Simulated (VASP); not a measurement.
# CoO in VASP: a series of runs

CoO is run at these levels: PBE; tasks: single point.

Program: VASP 6.6.1. These are calculated values, not measurements. Logs are shortened: lines on timing, memory, paths and dates and some standing lists are left out, and cuts for length are marked.

**1. The cell of the first run**

The structure is tetragonal, space group I4/mmm (No. 139). The conventional cell has a = 2.926 Å, b = 2.926 Å, c = 4.214 Å, α = 90.00°, β = 90.00°, γ = 90.00°. Within 2.7 Å of Co (site symmetry 4/mmm) lie 6 O at 2.07 to 2.11 Å. Within 2.7 Å of O (site symmetry 4/mmm) lie 6 Co at 2.07 to 2.11 Å.

**2. Single point, PBE, collinear spin, ferromagnetic start (equal xx and yy strain of -3 %)**

INCAR

```
PREC = Accurate
ENCUT = 600
EDIFF = 1E-6
ISMEAR = -1
SIGMA = 0.03
LREAL = False
LASPH = True
NELM = 200
ALGO = Normal
ISIF = 2
LWAVE = False
LCHARG = True
ISPIN = 2
MAGMOM = 2 0
LORBIT = 11
LMAXMIX = 4
GGA = PE
LELF = True
LVHAR = True
NBANDS = 18
ISYM = 0
GGA_COMPAT = False
```

KPOINTS

```
Automatic mesh
0
Gamma
  13 13 15
```

POSCAR

```
CoO
1.0
   -1.4627601483      1.4627601483      2.1072499549
    1.4627601483     -1.4627601483      2.1072499549
    1.4627601483      1.4627601483     -2.1072499549
Co O
1 1
Direct
    0.0000000000      0.0000000000      0.0000000000
    0.5000000000      0.5000000000      0.0000000000
```

Potentials or basis: VASP PAW PBE potentials, release 64 (Co, O).

The run is started by

```bash
> cat potpaw_PBE.64/Co/POTCAR potpaw_PBE.64/O/POTCAR > POTCAR
> mpirun -np 1 vasp_std > vasp.out
```

OUTCAR:

```text
PREC = Accurate
   ENCUT = 600
   EDIFF = 1E-6
   ISMEAR = -1
   LREAL = False
   LASPH = True
   NELM = 200
   ISIF = 2
   ISPIN = 2
   LORBIT = 11
   GGA = PE
   ISYM = 0

 ion  position               nearest neighbor table
   1  0.000  0.000  0.000-   2 2.07   2 2.07   2 2.07   2 2.07   2 2.11   2 2.11
   2  0.500  0.500  0.000-   1 2.07   1 2.07   1 2.07   1 2.07   1 2.11   1 2.11

IMPORTANT INFORMATION: All symmetrisations will be switched off!
NOSYMM: (Re-)initialisation of all symmetry stuff for point group C_1.

----------------------------------------------------------------------------------------

                                     Primitive cell

  volume of cell :      18.0353

  direct lattice vectors                    reciprocal lattice vectors
    -1.462760148  1.462760148  2.107249955     0.000000000  0.341819539  0.237276076
     1.462760148 -1.462760148  2.107249955     0.341819539  0.000000000  0.237276076
     1.462760148  1.462760148 -2.107249955     0.341819539  0.341819539  0.000000000

  length of vectors
     2.952936991  2.952936991  2.952936991     0.416101590  0.416101590  0.483405828

  position of ions in fractional coordinates (direct lattice)
     0.000000000  0.000000000  0.000000000
     0.500000000  0.500000000  0.000000000

  ion indices of the primitive-cell ions
   primitive index   ion index
                 1           1
                 2           2

----------------------------------------------------------------------------------------

 KPOINTS: Automatic mesh

Automatic generation of k-mesh.
 Grid dimensions read from file:
 generate k-points for:   13   13   15

 Generating k-lattice:

  Cartesian coordinates                     Fractional coordinates (reciprocal lattice)
     0.000000000  0.026293811  0.018252006     0.076923077  0.000000000  0.000000000
     0.026293811  0.000000000  0.018252006     0.000000000  0.076923077  0.000000000
     0.022787969  0.022787969  0.000000000     0.000000000  0.000000000  0.066666667

  Length of vectors
     0.032007815  0.032007815  0.032227055

  Shift w.r.t. Gamma in fractional coordinates (k-lattice)
     0.000000000  0.000000000  0.000000000

 -----------------------------------------------------------------------------
|                                                                             |
|           W    W    AA    RRRRR   N    N  II  N    N   GGGG   !!!           |
|           W    W   A  A   R    R  NN   N  II  NN   N  G    G  !!!           |
[... 88 lines left out ...]
     AMIX_MAG =   1.60;   BMIX_MAG =  1.00
  volume/ion in A,a.u.               =       9.02        60.85
  Fermi-wavevector in a.u.,A,eV,Ry     =   1.539564  2.909355 32.249320  2.370258
  Thomas-Fermi vector in A             =   2.645774
   LORBIT       =     11    0 simple, 1 ext, 2 COOP (PROOUT), +10 PAW based schemes
   GGA     = PE    functional components
   LHFCALC =     F    Hartree Fock is set to
   AEXX    =    0.0000 exact exchange contribution
   IVDW    =     0    specifies the selected vdW correction
   LEPSILON=     F    determine dielectric tensor
   LRPA    =     F    only Hartree local field effects (RPA)
 spin polarized calculation
  energy-cutoff  :      600.00
  volume of cell :       18.04
 maximum number of plane-waves:       616
   NGX = 11   NGY = 11   NGZ = 11

 number of electron      14.9999998 magnetization       2.6286495

 Free energy of the ion-electron system (eV)
  ---------------------------------------------------
  ext. energy  EPLUGINS =         0.00000000
  ---------------------------------------------------
  free energy    TOTEN  =       -13.02100824 eV

  energy without entropy =      -13.00778651  energy(sigma->0) =      -13.01439737

 E-fermi :   8.9185     XC(G=0): -12.8096

 val. band max:        8.9179603686   @ k =   0.3077   0.4615   0.0667
 cond. band min:       8.9184902187   @ k =  -0.3846  -0.2308   0.0667
 fundamental gap:      0.0005298501
 Fermi energy:         8.9184514542

 spin component 1

 k-point     1 :       0.0000    0.0000    0.0000
  band No.  band energies     occupation
      1     -11.9614      1.00000
      2       5.4390      1.00000
      3       5.4392      1.00000
      4       5.4928      1.00000
      5       5.7280      1.00000
      6       5.7322      1.00000
[... 493 lines left out ...]
     17      37.8759      0.00000
     18      39.2589      0.00000

 [... further k-points ...]

 spin component 2

 k-point     1 :       0.0000    0.0000    0.0000
  band No.  band energies     occupation
      1     -11.5573      1.00000
      2       5.8808      1.00000
      3       5.8812      1.00000
      4       5.9648      1.00000
      5       7.5919      1.00000
      6       7.6710      1.00000
[... 493 lines left out ...]
     17      38.3639      0.00000
     18      39.8573      0.00000

 [... further k-points ...]

------------------------ aborting loop because EDIFF is reached ----------------------------------------

  FORCE on cell =-STRESS in cart. coord.  units (eV):
  Direction    XX          YY          ZZ          XY          YZ          ZX
  --------------------------------------------------------------------------------------
  -------------------------------------------------------------------------------------
  Total        1.1405949      1.1405763      0.9675528     -0.0007953     -0.0005986     -0.0005975
  in kB      101.3257278    101.3240749     85.9533840     -0.0706484     -0.0531750     -0.0530761
  external PRESSURE =      96.2010622 kB  Pullay stress =       0.0000000 kB

 VOLUME and BASIS-vectors are now :
 -----------------------------------------------------------------------------
  energy-cutoff  :      600.00
  volume of cell :       18.04
      direct lattice vectors                 reciprocal lattice vectors
    -1.462760148  1.462760148  2.107249955     0.000000000  0.341819539  0.237276076
     1.462760148 -1.462760148  2.107249955     0.341819539  0.000000000  0.237276076
     1.462760148  1.462760148 -2.107249955     0.341819539  0.341819539  0.000000000

 POSITION                                       TOTAL-FORCE (eV/Angst)
 -----------------------------------------------------------------------------------
      0.00000      0.00000      0.00000        -0.000000      0.000000      0.000001
      0.00000      0.00000      2.10725         0.000000     -0.000000     -0.000001
 -----------------------------------------------------------------------------------
    total drift:                                0.000001      0.000000      0.000001

  FREE ENERGIE OF THE ION-ELECTRON SYSTEM (eV)
  ---------------------------------------------------
  free  energy   TOTEN  =       -13.0210082403 eV

  energy  without entropy=      -13.0077865086  energy(sigma->0) =      -13.01439737

 total charge

# of ion       s       p       d       tot
------------------------------------------
    1        0.313   0.402   7.217   7.932
    2        1.555   3.451   0.000   5.005
--------------------------------------------------
tot          1.867   3.853   7.217  12.937

 magnetization (x)

# of ion       s       p       d       tot
------------------------------------------
    1        0.022   0.019   2.313   2.353
    2        0.030   0.204   0.000   0.233
--------------------------------------------------
tot          0.051   0.223   2.313   2.587
```

OSZICAR:

```text
N       E                     dE             d eps       ncg     rms          rms(c)
DAV:   1     0.850708950797E+02    0.85071E+02   -0.72493E+03 95070   0.109E+03
DAV:   2    -0.995916865538E+01   -0.95030E+02   -0.82178E+02 96182   0.241E+02
[... 11 lines left out ...]
DAV:  14    -0.130211907799E+02    0.20846E-04   -0.11909E-04120486   0.212E-01    0.145E-01
DAV:  15    -0.130210448344E+02    0.14595E-03   -0.20448E-04128060   0.330E-01    0.782E-02
DAV:  16    -0.130210050106E+02    0.39824E-04   -0.10643E-04132160   0.961E-02    0.236E-02
DAV:  17    -0.130210067874E+02   -0.17768E-05   -0.71857E-06127336   0.280E-02    0.217E-02
DAV:  18    -0.130210084551E+02   -0.16677E-05   -0.17578E-06 64708   0.172E-02    0.185E-02
DAV:  19    -0.130210082403E+02    0.21481E-06   -0.18307E-06 69110   0.259E-02
   1 F= -.13021008E+02 E0= -.13014397E+02  d E =-.132217E-01  mag=     2.6276
```

stdout:

```text
POSCAR found type information on POSCAR CoO
 POSCAR found :  2 types and       2 ions
 scaLAPACK will be used
 LDA part: xc-table for (Slater+PW92), standard interpolation
 -----------------------------------------------------------------------------
|                                                                             |
|           W    W    AA    RRRRR   N    N  II  N    N   GGGG   !!!           |
|           W    W   A  A   R    R  NN   N  II  NN   N  G    G  !!!           |
|           W    W  A    A  R    R  N N  N  II  N N  N  G       !!!           |
|           W WW W  AAAAAA  RRRRR   N  N N  II  N  N N  G  GGG   !            |
|           WW  WW  A    A  R   R   N   NN  II  N   NN  G    G                |
|           W    W  A    A  R    R  N    N  II  N    N   GGGG   !!!           |
|                                                                             |
|     Your reciprocal lattice and k-lattice belong to different lattice       |
|     classes:                                                                |
|                                                                             |
|        The reciprocal lattice is body-centered tetragonal,                  |
|        whereas your k-lattice is base-centered monoclinic.                  |
|                                                                             |
|     Results are often still useful ...                                      |
|                                                                             |
 -----------------------------------------------------------------------------

 POSCAR, INCAR and KPOINTS ok, starting setup
 FFT: planning ... GRIDC
 FFT: planning ... GRID_SOFT
 FFT: planning ... GRID
 WAVECAR not read
 entering main loop
```

Wall time 15 min (1 thread of Intel Xeon Platinum 8488C (Sapphire Rapids), shared host); peak memory 0.8 GiB.

Results:

| Property | Result |
| --- | --- |
| Free energy | -13.0210 eV |
| Pressure | 9.6 GPa |
| Net moment | 2.63 μB per cell |
| Site moments | Co +2.35; O +0.23 μB |
| Valence electrons inside the program's atomic spheres | Co 7.93; O 5.00 |

Levels at points of the mesh, in eV from the Fermi level:
Spin up:
| k point | band 6 | band 7 | band 8 | band 9 | band 10 | band 11 | band 12 | band 13 |
| --- | --- | --- | --- | --- | --- | --- | --- | --- |
| (0.00, 0.00, 0.00) | -3.19 | -3.16 | -2.97 | -2.97 | 1.39 | 17.07 | 18.67 | 18.73 |
Spin down:
```
           k point  band 4  band 5  band 6  band 7  band 8  band 9
(0.00, 0.00, 0.00)   -2.95   -1.33   -1.25   -1.25   -0.09   -0.05
```

Caveat: the cell differs from its parent crystal (equal xx and yy strain of -3 %); the cell stands under pressure; a cell with one magnetic atom can't hold antiferromagnetic order, which such compounds often take; semilocal functionals often make such compounds metallic where correlation or magnetic order opens a gap, which also shifts bond lengths.

(Part 1 of 2 ends here.)
